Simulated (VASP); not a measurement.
**SrTe: single point with PBE**

SrTe:

```xyz
2
Lattice="0.0000 3.3527 3.3527 3.3527 0.0000 3.3527 3.3527 3.3527 0.0000" Properties=species:S:1:pos:R:3 pbc="T T T"
Sr    0.0000    0.0000    0.0000
Te    3.3527    3.3527    3.3527
```

```
Program             : VASP 6.6.1
Task                : single point
Functional          : PBE
Potentials or basis : VASP PAW PBE potentials, release 64 (Sr_sv, Te)
Cutoff              : 500 eV
k mesh              : 6 × 6 × 6
Occupations         : gaussian, width 0.01 eV
Spin                : no spin polarisation
```

The pressure is 0.3 GPa. The band gap on the k mesh is 1.75 eV (least direct gap 2.47 eV).

Levels at points of the mesh, in eV from the valence-band top:
| k point | band 4 | band 5 | band 6 | band 7 | band 8 | band 9 | band 10 | band 11 | band 12 | band 13 |
| --- | --- | --- | --- | --- | --- | --- | --- | --- | --- | --- |
| (0.00, 0.00, 0.00) | -16.72 | -9.92 | 0.00 | 0.00 | 0.00 | 2.76 | 3.29 | 3.29 | 3.29 | 3.91 |
| (0.50, 0.00, 0.00) | -16.73 | -9.32 | -2.77 | -1.07 | -1.07 | 3.85 | 5.12 | 5.30 | 5.30 | 6.64 |
| (0.50, 0.50, 0.00) | -16.75 | -9.48 | -1.94 | -0.73 | -0.73 | 1.74 | 3.83 | 4.79 | 6.02 | 6.09 |

It took 20 s on 1 thread of Intel(R) Xeon(R) Platinum 8488C (Sapphire Rapids), on a shared host, peak memory 0.21 GiB.

Caveat: spin-orbit coupling is left out, which moves the levels of the heavy elements. A k mesh can miss the band edges.
